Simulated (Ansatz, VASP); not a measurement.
**Two plane-wave programs on I**

File INCAR:

```
SYSTEM = I
  PREC = Accurate
  ENCUT = 520
  EDIFF = 1E-7
  ISMEAR = -1
  SIGMA = 0.05
  LREAL = .FALSE.
  LASPH = .TRUE.
  NELM = 100
  ALGO = Normal
  ISIF = 2
  LWAVE = .FALSE.
  LCHARG = .FALSE.
  GGA = CA
  NBANDS = 22
```

KPOINTS

```
regular mesh
0
G
  7 7 3
  0 0 0
```

File POSCAR:

```
I
1.0
    3.6106380569     -2.3789455559      0.0000000000
    3.6106380569      2.3789455559      0.0000000000
    0.0000000000      0.0000000000      9.7277102343
I
4
Direct
    0.6493000000      0.3507000000      0.3844000000
    0.1493000000      0.8507000000      0.1156000000
    0.3507000000      0.6493000000      0.6156000000
    0.8507000000      0.1493000000      0.8844000000
```

File input.yaml:

```yaml
crystal:
  lattice:
    - [3.6106380569, -2.3789455559, 0.0]
    - [3.6106380569, 2.3789455559, 0.0]
    - [0.0, 0.0, 9.7277102343]
  atoms:
    - { symbol: I, position: [0.6493, 0.3507, 0.3844] }
    - { symbol: I, position: [0.1493, 0.8507, 0.1156] }
    - { symbol: I, position: [0.3507, 0.6493, 0.6156] }
    - { symbol: I, position: [0.8507, 0.1493, 0.8844] }
hamiltonian:
  xc: lda
  pseudopotentials: { kind: paw }
kpoints:
  mp_grid: { grid: [7, 7, 3] }
scf:
  occupations: { method: fermi_dirac, width: 0.05 }
output:
  forces: true
  stress: true
  eigenvalues: true
```

Alike in both runs: task single point; functional LDA; k mesh 7 × 7 × 3; occupations fermi-dirac, width 0.05 eV; no spin polarisation.

|  | VASP | Ansatz |
| --- | --- | --- |
| version | VASP 6.6.1 | Ansatz 0.2.0 |
| potentials or method | VASP PAW LDA potentials, release 64 (I) | Ansatz PAW |
| plane-wave cutoff (eV) | 520 | 420 |
| valence electrons in the cell | 28 | 68 |

Ansatz gave:

```
gap on the k mesh at the Fermi level (eV)                     : 1.27
least direct gap on the mesh (eV)                             : 1.36
pressure (GPa)                                                : -0.4
traceless stress, the component that is largest in VASP (GPa) : 0.88
rms of the force components (eV/Å)                            : 0.524
```

Task: What did VASP give for the same quantities?

Result: gap on the k mesh at the Fermi level (eV): 1.28; least direct gap on the mesh (eV): 1.37; pressure (GPa): -0.4; traceless stress, the component that is largest in VASP (GPa): 0.90; rms of the force components (eV/Å): 0.524.

LDA's correlation is that of Perdew and Zunger in VASP and of Perdew and Wang (1992) in Ansatz. Atom by atom the forces differ by 0.001 eV/Å (rms over components). VASP's potentials hold 28 valence electrons a cell and Ansatz's 68, so a difference there can come from the potentials and not from the codes.

Spin-orbit coupling is off throughout. Noted on Ansatz's run: odd divisions of the mesh miss points on the zone boundary, where band edges often lie, so the gap on the mesh can be too wide.
